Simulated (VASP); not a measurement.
# LiTlS2 (P-4m2) in VASP: notebook

LiTlS2 is run at these levels: PBEsol; tasks: single point, relaxation of cell and atoms.

Program: VASP 6.6.1. These are calculated values, not measurements. Logs are shortened: lines on timing, memory, paths and dates and some standing lists are left out, and cuts for length are marked.

## 1. The cell of the first run

The structure is tetragonal, space group P-4m2 (No. 115). The conventional cell has a = 4.044 Å, b = 4.044 Å, c = 5.662 Å, α = 90.00°, β = 90.00°, γ = 90.00°. Li (site symmetry -4m2) has 4 S at 2.40 Å within 3.2 Å. S (site symmetry 2mm) has 2 Li at 2.40 Å and 2 Tl at 2.54 Å within 3.2 Å. Tl (site symmetry -4m2) has 4 S at 2.54 Å within 3.4 Å.

## 2. Single point, PBEsol

File INCAR:

```
SYSTEM = LiTlS2
PREC     = Accurate       ! precision mode
ENCUT    = 520            ! plane-wave cutoff, eV
EDIFF    = 1E-7           ! SCF threshold, eV
ISMEAR   = -1             ! smearing method
SIGMA    = 0.03           ! smearing width, eV
LREAL    = .FALSE.        ! projectors in reciprocal space
LASPH    = .TRUE.         ! aspherical terms in the spheres
NELM     = 60             ! most SCF steps
ALGO     = Normal         ! electronic algorithm
ISIF     = 2              ! what is computed and relaxed
LWAVE    = .FALSE.        ! write WAVECAR
LCHARG   = .FALSE.        ! write CHGCAR
GGA      = PS             ! functional
NBANDS   = 22             ! bands
```

File KPOINTS:

```
Automatic mesh
0
G
  6 6 4
  0 0 0
```

File POSCAR:

```
LiTlS2
1.0
    4.0439965264      0.0000000000      0.0000000000
    0.0000000000      4.0439965264      0.0000000000
    0.0000000000      0.0000000000      5.6621340951
Li S Tl
1 2 1
Direct
    0.0000000000      0.0000000000      0.0000000000
    0.0000000000      0.5000000000      0.2287463748
    0.5000000000      0.0000000000      0.7712536252
    0.5000000000      0.5000000000      0.5000000000
```

Potentials or basis: VASP PAW PBE potentials, release 64 (Li_sv, S, Tl_d).

Command:

```bash
$ cat potpaw_PBE.64/Li_sv/POTCAR potpaw_PBE.64/S/POTCAR potpaw_PBE.64/Tl_d/POTCAR > POTCAR
$ mpirun -np 1 vasp_std > vasp.out
```

OUTCAR:

```text
SYSTEM = LiTlS2
   PREC = Accurate
   ENCUT = 520
   EDIFF = 1E-7
   ISMEAR = -1
   LREAL = .FALSE.
   LASPH = .TRUE.
   NELM = 60
   ISIF = 2
   GGA = PS

 ion  position               nearest neighbor table
   1  0.000  0.000  0.000-   2 2.40   3 2.40   2 2.40   3 2.40
   2  0.000  0.500  0.229-   1 2.40   1 2.40   4 2.54   4 2.54
   3  0.500  0.000  0.771-   1 2.40   1 2.40   4 2.54   4 2.54
   4  0.500  0.500  0.500-   2 2.54   3 2.54   3 2.54   2 2.54

  LATTYP: Found a simple tetragonal cell.
 ALAT       =     4.0439965264
 C/A-ratio  =     1.4001332736

  Lattice vectors:

 A1 = (   4.0439965264,   0.0000000000,   0.0000000000)
 A2 = (   0.0000000000,   4.0439965264,   0.0000000000)
 A3 = (   0.0000000000,   0.0000000000,   5.6621340951)

Analysis of symmetry for initial positions (statically):
=====================================================================
 Subroutine PRICEL returns:
 Original cell was already a primitive cell.

 Routine SETGRP: Setting up the symmetry group for a
 simple tetragonal supercell.

 Subroutine GETGRP returns: Found  8 space group operations
 (whereof  8 operations were pure point group operations)
 out of a pool of 16 trial point group operations.

The static configuration has the point symmetry D_2d.

Analysis of symmetry for dynamics (positions and initial velocities):
=====================================================================
 Subroutine PRICEL returns:
 Original cell was already a primitive cell.

 Routine SETGRP: Setting up the symmetry group for a
 simple tetragonal supercell.

 Subroutine GETGRP returns: Found  8 space group operations
 (whereof  8 operations were pure point group operations)
 out of a pool of 16 trial point group operations.

The dynamic configuration has the point symmetry D_2d.

 Subroutine INISYM returns: Found  8 space group operations
 (whereof  8 operations are pure point group operations),
 and found     1 'primitive' translations

----------------------------------------------------------------------------------------

                                     Primitive cell

  volume of cell :      92.5980

[... 84 lines left out ...]
   ISTART =      0    job   : 0-new  1-cont  2-samecut
   ICHARG =      2    charge: 1-file 2-atom 10-const
   ISPIN  =      1    spin polarized calculation?
   LNONCOLLINEAR =      F non collinear calculations
   LSORBIT =      F    spin-orbit coupling
   LASPH  =      T    aspherical Exc in radial PAW
   ENCUT  =  520.0 eV  38.22 Ry    6.18 a.u.   7.52  7.52 10.53*2*pi/ulx,y,z
   NELM   =     60;   NELMIN=  2; NELMDL= -5     # of ELM steps
   EDIFF  = 0.1E-06   stopping-criterion for ELM
   LREAL  =      F    real-space projection
   EDIFFG = 0.1E-05   stopping-criterion for IOM
   NSW    =      0    number of steps for IOM
   IBRION =     -1    ionic relax: 0-MD 1-quasi-New 2-CG
   NFREE  =      0    steps in history (QN), initial steepest desc. (CG)
   ISIF   =      2    stress and relaxation
   ISYM   =      2    0-nonsym 1-usesym 2-fastsym
   POTIM  = 0.5000    time-step for ionic-motion
   TEBEG  =    0.0;   TEEND  =   0.0 temperature during run
   PSTRESS=    0.0 pullay stress
   NELECT =      28.0000    total number of electrons
   NUPDOWN=      -1.0000    fix difference up-down
   EMIN   =  10.00;   EMAX   =-10.00  energy-range for DOS
   EFERMI =   0.00;   METHOD = LEGACY
   ISMEAR =    -1;   SIGMA  =   0.03  broadening in eV -4-tet -1-fermi 0-gaus
   EFERMI_NEDOS =   21; number of points for ismear=-14 and -15
   IALGO  =     38    algorithm
   IMIX   =      4    mixing-type and parameters
     AMIX     =   0.40;   BMIX     =  1.00
     AMIX_MAG =   1.60;   BMIX_MAG =  1.00
  volume/ion in A,a.u.               =      23.15       156.22
  Fermi-wavevector in a.u.,A,eV,Ry     =   1.098821  2.076471 16.427777  1.207408
  Thomas-Fermi vector in A             =   2.235205
   LORBIT       =      0    0 simple, 1 ext, 2 COOP (PROOUT), +10 PAW based schemes
   GGA     = PS    functional components
   LHFCALC =     F    Hartree Fock is set to
   AEXX    =    0.0000 exact exchange contribution
   IVDW    =     0    specifies the selected vdW correction
   LEPSILON=     F    determine dielectric tensor
   LRPA    =     F    only Hartree local field effects (RPA)
 non-spin polarized calculation
  energy-cutoff  :      520.00
  volume of cell :       92.60
 maximum number of plane-waves:      2542
   NGX = 15   NGY = 15   NGZ = 21

 number of electron      27.9999996 magnetization

 Free energy of the ion-electron system (eV)
  ---------------------------------------------------
  ext. energy  EPLUGINS =         0.00000000
  ---------------------------------------------------
  free energy    TOTEN  =       -15.87612453 eV

  energy without entropy =      -15.87612452  energy(sigma->0) =      -15.87612452

 E-fermi :   2.8162     XC(G=0):  -8.9046

 val. band max:        2.3672525448   @ k =   0.0000   0.0000   0.0000
 cond. band min:       3.2380079992   @ k =   0.0000   0.0000   0.0000
 fundamental gap:      0.8707554545
 Fermi energy:         2.8161844920

 k-point     1 :       0.0000    0.0000    0.0000
  band No.  band energies     occupation
      1     -40.8858      2.00000
      2      -9.9274      2.00000
      3      -9.5941      2.00000
      4      -8.2440      2.00000
      5      -8.2440      2.00000
      6      -8.1055      2.00000
[... 589 lines left out ...]
     21      10.7728      0.00000
     22      11.1622      0.00000

 [... further k-points ...]

------------------------ aborting loop because EDIFF is reached ----------------------------------------

  FORCE on cell =-STRESS in cart. coord.  units (eV):
  Direction    XX          YY          ZZ          XY          YZ          ZX
  --------------------------------------------------------------------------------------
  -------------------------------------------------------------------------------------
  Total       -0.0077831     -0.0077831     -0.0341716      0.0000000      0.0000000      0.0000000
  in kB       -0.1346675     -0.1346675     -0.5912534      0.0000000      0.0000000      0.0000000
  external PRESSURE =      -0.2868628 kB  Pullay stress =       0.0000000 kB

 VOLUME and BASIS-vectors are now :
 -----------------------------------------------------------------------------
  energy-cutoff  :      520.00
  volume of cell :       92.60
      direct lattice vectors                 reciprocal lattice vectors
     4.043996526  0.000000000  0.000000000     0.247280133  0.000000000  0.000000000
     0.000000000  4.043996526  0.000000000     0.000000000  0.247280133  0.000000000
     0.000000000  0.000000000  5.662134095     0.000000000  0.000000000  0.176611854

 POSITION                                       TOTAL-FORCE (eV/Angst)
 -----------------------------------------------------------------------------------
      0.00000      0.00000      0.00000         0.000000      0.000000      0.000000
      0.00000      2.02200      1.29519        -0.000000     -0.000000      0.006218
      2.02200      0.00000      4.36694         0.000000      0.000000     -0.006218
      2.02200      2.02200      2.83107         0.000000      0.000000      0.000000
 -----------------------------------------------------------------------------------
    total drift:                                0.000000      0.000000      0.000000

  FREE ENERGIE OF THE ION-ELECTRON SYSTEM (eV)
  ---------------------------------------------------
  free  energy   TOTEN  =       -15.8761245295 eV

  energy  without entropy=      -15.8761245193  energy(sigma->0) =      -15.87612452
```

OSZICAR:

```text
N       E                     dE             d eps       ncg     rms          rms(c)
DAV:   1     0.142835477742E+03    0.14284E+03   -0.12451E+04  1320   0.115E+03
DAV:   2    -0.799981499278E+01   -0.15084E+03   -0.14559E+03  1636   0.242E+02
DAV:   3    -0.165187616886E+02   -0.85189E+01   -0.84723E+01  1948   0.505E+01
DAV:   4    -0.168995834156E+02   -0.38082E+00   -0.37969E+00  2084   0.904E+00
DAV:   5    -0.169037304870E+02   -0.41471E-02   -0.41466E-02  1756   0.103E+00    0.103E+01
DAV:   6    -0.159432692618E+02    0.96046E+00   -0.23064E+00  1422   0.101E+01    0.809E+00
DAV:   7    -0.158828767406E+02    0.60393E-01   -0.61576E-01  1608   0.440E+00    0.366E+00
DAV:   8    -0.158758091019E+02    0.70676E-02   -0.91329E-02  1590   0.228E+00    0.442E-01
DAV:   9    -0.158755078365E+02    0.30127E-03   -0.98839E-03  1648   0.749E-01    0.162E-01
DAV:  10    -0.158758750435E+02   -0.36721E-03   -0.14684E-03  1764   0.232E-01    0.887E-02
DAV:  11    -0.158761017919E+02   -0.22675E-03   -0.30290E-04  1536   0.107E-01    0.140E-02
DAV:  12    -0.158761207113E+02   -0.18919E-04   -0.39748E-05  1656   0.404E-02    0.174E-02
DAV:  13    -0.158761243673E+02   -0.36560E-05   -0.52750E-06  1542   0.123E-02    0.568E-03
DAV:  14    -0.158761244614E+02   -0.94102E-07   -0.13177E-06  1704   0.945E-03    0.170E-03
DAV:  15    -0.158761245295E+02   -0.68116E-07   -0.23106E-07  1558   0.252E-03
   1 F= -.15876125E+02 E0= -.15876125E+02  d E =-.102347E-07
```

It took 46 s on 1 thread of AMD EPYC 7R43 (Zen 3), shared host; peak memory 0.18 GiB.

Results:

| Property | Result |
| --- | --- |
| Free energy | -15.8761 eV |
| Largest force | 0.006 eV/Å |
| Band gap on the k mesh | 0.87 eV |

Forces in eV/Å, atoms in the order of the input:
```
Li   0.000  0.000  0.000
S    0.000  0.000  0.006
S    0.000  0.000 -0.006
Tl   0.000  0.000  0.000
```

Levels at points of the mesh, in eV from the valence-band top:
```tsv
k point	band 10	band 11	band 12	band 13	band 14	band 15	band 16	band 17	band 18	band 19
(0.00, 0.00, 0.00)	-1.77	-1.77	-0.22	0.00	0.00	0.87	3.57	5.73	6.39	6.39
(0.50, 0.00, 0.00)	-2.29	-2.12	-1.66	-0.98	-0.50	2.66	5.80	5.81	6.74	7.13
(0.50, 0.50, 0.00)	-2.21	-1.98	-1.77	-1.77	-1.16	2.09	3.54	3.54	7.01	9.47
(0.00, 0.00, 0.50)	-1.33	-1.25	-1.25	-0.72	-0.72	2.48	3.82	5.35	7.30	7.38
(0.50, 0.00, 0.50)	-3.17	-0.90	-0.83	-0.56	-0.49	1.28	5.37	6.23	6.67	7.27
(0.50, 0.50, 0.50)	-2.98	-2.15	-2.15	-1.71	-1.52	3.55	5.49	5.49	7.66	7.66
```

Caveat: the cutoff is under 1.25 times the usual one of these potentials, so pressure, stress and relaxed cells hold a basis-set (Pulay) error; the PAW data sets were made with another functional, which shifts forces and pressure a little; spin-orbit coupling is left out, which moves the levels of the heavy elements. A k mesh can miss the band edges.

## 3. Relaxation of cell and atoms, PBEsol

This run uses another cell than the first one, of 18.73 Å³/atom.

File INCAR:

```
PREC     = Accurate       # precision mode
ENCUT    = 600            # plane-wave cutoff, eV
EDIFF    = 1E-6           # SCF threshold, eV
ISMEAR   = -1             # smearing method
SIGMA    = 0.03           # smearing width, eV
LREAL    = F              # projectors in reciprocal space
LASPH    = T              # aspherical terms in the spheres
NELM     = 80             # most SCF steps
ALGO     = Normal         # electronic algorithm
ISIF     = 3              # what is computed and relaxed
LWAVE    = F              # write WAVECAR
LCHARG   = F              # write CHGCAR
GGA      = PS             # functional
IBRION   = 2              # ionic algorithm
NSW      = 100            # ionic steps
EDIFFG   = -0.01          # ionic threshold
```

File KPOINTS:

```
regular mesh
0
Gamma
  6 6 4
```

File POSCAR:

```
LiTlS2
1.0
    3.7555576736      0.0000000000      0.0000000000
    0.0000000000      3.7555576736      0.0000000000
    0.0000000000      0.0000000000      5.3111605963
Li S Tl
1 2 1
Direct
    0.0000000000      0.0000000000      0.0000000000
    0.0000000000      0.5000000000      0.2500000000
    0.5000000000      0.0000000000      0.7500000000
    0.5000000000      0.5000000000      0.5000000000
```

Potentials or basis: VASP PAW PBE potentials, release 64 (Li_sv, S, Tl_d).

Command:

```bash
$ cat potpaw_PBE.64/Li_sv/POTCAR potpaw_PBE.64/S/POTCAR potpaw_PBE.64/Tl_d/POTCAR > POTCAR
$ mpirun -np 1 vasp_std > vasp.out
```

Wall time 3.2 min (1 thread of AMD EPYC 7R43 (Zen 3), shared host); peak memory 0.19 GiB.

Results (log left out):

- Free energy: -15.8694 eV
- Relaxed volume: 23.16 Å³/atom
- Relaxed cell: a = 4.047 Å, b = 4.047 Å, c = 5.654 Å, α = 90.00°, β = 90.00°, γ = 90.00°
- Space group after relaxing (to 0.1 Å): P-4m2 (No. 115)
- Energy gained by relaxing: 326.8 meV/atom
- Ionic steps: 11
- Pressure after relaxing: 0.0 GPa
- Largest force after relaxing: 0.008 eV/Å
- Band gap on the k mesh: 0.87 eV

Forces in eV/Å, atoms in the order of the input:
```
Li   0.000  0.000  0.000
S    0.000  0.000 -0.008
S    0.000  0.000  0.008
Tl   0.000  0.000  0.000
```

The path:
| step | energy change (eV) | largest force (eV/Å) | pressure (GPa) | volume (Å³) |
| --- | --- | --- | --- | --- |
| 1 | 0.0000 | 3.2253 | 22.56 | 74.91 |
| 2 | -0.9613 | 0.8247 | -5.54 | 107.30 |
| 3 | -1.3061 | 0.0352 | -0.17 | 93.27 |
| 4 | -1.3060 | 0.0722 | 0.08 | 92.88 |
| 5 | -1.3062 | 0.0631 | 0.10 | 92.76 |
| 6 | -1.3066 | 0.0365 | 0.18 | 92.43 |
| 7 | -1.3069 | 0.0136 | 0.03 | 92.66 |
| 8 | -1.3070 | 0.0029 | -0.04 | 92.77 |
| 9 | -1.3070 | 0.0033 | -0.04 | 92.76 |
| 10 | -1.3072 | 0.0049 | -0.03 | 92.71 |
| 11 | -1.3073 | 0.0079 | -0.02 | 92.62 |

Final structure:
```yaml
crystal:
  lattice:
    - [4.04745, 0.00000, 0.00000]
    - [0.00000, 4.04745, 0.00000]
    - [0.00000, 0.00000, 5.65390]
  atoms:
    - { symbol: Li, position: [0.00000, 0.00000, 0.00000] }
    - { symbol: S, position: [0.00000, 0.50000, 0.22894] }
    - { symbol: S, position: [0.50000, 0.00000, 0.77106] }
    - { symbol: Tl, position: [0.50000, 0.50000, 0.50000] }
```

Levels at points of the mesh, in eV from the valence-band top:
```csv
k point,band 11,band 12,band 13,band 14,band 15,band 16,band 17,band 18
"(0.00, 0.00, 0.00)",-1.77,-0.21,0.00,0.00,0.87,3.56,5.72,6.39
"(0.50, 0.00, 0.00)",-2.11,-1.66,-0.99,-0.50,2.66,5.80,5.82,6.74
"(0.50, 0.50, 0.00)",-1.97,-1.77,-1.77,-1.15,2.10,3.55,3.55,7.02
"(0.00, 0.00, 0.50)",-1.26,-1.26,-0.72,-0.72,2.48,3.82,5.36,7.30
"(0.50, 0.00, 0.50)",-0.91,-0.82,-0.55,-0.49,1.29,5.38,6.23,6.68
"(0.50, 0.50, 0.50)",-2.15,-2.15,-1.70,-1.52,3.56,5.51,5.51,7.68
```

Caveat: the cutoff is under 1.25 times the usual one of these potentials, so pressure, stress and relaxed cells hold a basis-set (Pulay) error; the volume moved by over 15 % at a fixed basis, so the end points are rough; the PAW data sets were made with another functional, which shifts forces and pressure a little; spin-orbit coupling is left out, which moves the levels of the heavy elements.
